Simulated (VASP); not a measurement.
# InSb: single point with PBE

The system is InSb.

```
In Sb
1.0
     0.00000    3.10954    2.97997
     3.10954    0.00000    2.97997
     3.10954    3.10954    0.00000
In Sb
1 1
Direct
  0.00000 0.00000 0.00000
  0.75000 0.75000 0.75000
```

This cell differs from its parent crystal: strain -0.040 along x and y, -0.080 along z.

```json
{"Program": "VASP 6.6.1", "Task": "single point", "Functional": "PBE", "Potentials or basis": "VASP PAW PBE potentials, release 64 (In_d, Sb)", "Cutoff": "520 eV", "k mesh": "12 × 12 × 12", "Occupations": "gaussian, width 0.15 eV", "Spin": "no spin polarisation"}
```

The pressure is 15.3 GPa and the band gap on the k mesh is 0.56 eV, indirect (least direct gap 0.64 eV).

Stress tensor (GPa, compression positive):
```
15.10  0.00  0.00
 0.00 15.10  0.00
 0.00  0.00 15.74
```

Levels at points of the mesh, in eV from the valence-band top:
```
           k point  band 5  band 6  band 7  band 8  band 9  band 10  band 11  band 12  band 13  band 14
(0.00, 0.00, 0.00)  -15.09  -12.06   -0.23   -0.23    0.00     0.64     2.70     2.79     2.79     5.70
(0.50, 0.00, 0.00)  -15.08  -10.22   -6.67   -1.60   -1.28     0.67     3.50     3.82     5.76     8.90
(0.50, 0.50, 0.00)  -15.07   -9.28   -6.71   -3.20   -3.20     0.68     0.78     8.99     8.99    10.00
(0.50, 0.00, 0.50)  -15.08   -9.45   -6.95   -2.96   -2.92     0.95     1.13     8.80     8.96     9.68
```

Wall time 110 s on 1 thread of Intel(R) Xeon(R) Platinum 8375C CPU @ 2.90GHz (Ice Lake), on a shared host, peak memory 0.3 GiB.

Caveat: the cell differs from its parent crystal (strain -0.040 along x and y, -0.080 along z); spin-orbit coupling is left out, which moves the levels of the heavy elements. A k mesh can miss the band edges.
